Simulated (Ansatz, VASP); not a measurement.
**CdSe: VASP beside Ansatz**

File INCAR:

```
  PREC = Accurate
  ENCUT = 520
  EDIFF = 1E-6
  ISMEAR = 0
  SIGMA = 0.01
  LREAL = F
  LASPH = T
  NELM = 60
  ALGO = Normal
  ISIF = 2
  LWAVE = F
  LCHARG = F
  GGA = PE
  NBANDS = 26
```

The input KPOINTS:

```
regular mesh
0
Gamma
  12 12 4
```

Contents of POSCAR:

```
CdSe
1.0
    4.3407184404      0.0000000000      0.0000000000
   -2.1703592202      3.7591724400      0.0000000000
    0.0000000000      0.0000000000      7.0766648644
Cd Se
2 2
Direct
    0.3333333333      0.6666666667      0.0045236756
    0.6666666667      0.3333333333      0.5045236756
    0.3333333333      0.6666666667      0.3804763244
    0.6666666667      0.3333333333      0.8804763244
```

Input for Ansatz:

```yaml
crystal:
  lattice:
    - [4.3407184404, 0.0, 0.0]
    - [-2.1703592202, 3.75917244, 0.0]
    - [0.0, 0.0, 7.0766648644]
  atoms:
    - { symbol: Cd, position: [0.3333333333, 0.6666666667, 0.0045236756] }
    - { symbol: Cd, position: [0.6666666667, 0.3333333333, 0.5045236756] }
    - { symbol: Se, position: [0.3333333333, 0.6666666667, 0.3804763244] }
    - { symbol: Se, position: [0.6666666667, 0.3333333333, 0.8804763244] }
kpoints:
  mp_grid: { grid: [12, 12, 4] }
  band_path:
    path:
      - [0.0, 0.0, 0.0]
      - [0.5, 0.0, 0.0]
      - [0.3333333333, 0.3333333333, 0.0]
      - [0.0, 0.0, 0.5]
      - [0.5, 0.0, 0.5]
      - [0.3333333333, 0.3333333333, 0.5]
    npoints: 1
hamiltonian:
  xc: pbe
scf:
  occupations: { method: fixed }
  n_extra_bands: 5
output:
  forces: true
  stress: true
  eigenvalues: true
```

Alike in both runs: task single point; functional PBE; k mesh 12 × 12 × 4; no spin polarisation.

|  | VASP | Ansatz |
| --- | --- | --- |
| version | VASP 6.6.1 | Ansatz 0.2.0 |
| potentials or method | VASP PAW PBE potentials, release 64 (Cd, Se) | plane waves, PAW |
| plane-wave cutoff (eV) | 520 | 420 |
| occupations | gaussian, width 0.01 eV | fixed |
| valence electrons in the cell | 36 | 72 |

Ansatz gave:

```
gap on the k mesh at the Fermi level (eV) : 0.61
pressure (GPa)                            : 1.4
```

What did VASP give for the same quantities?

gap on the k mesh at the Fermi level (eV): 0.61; pressure (GPa): 1.7.

VASP's potentials hold 36 valence electrons a cell and Ansatz's 72, so a difference there can come from the potentials and not from the codes.
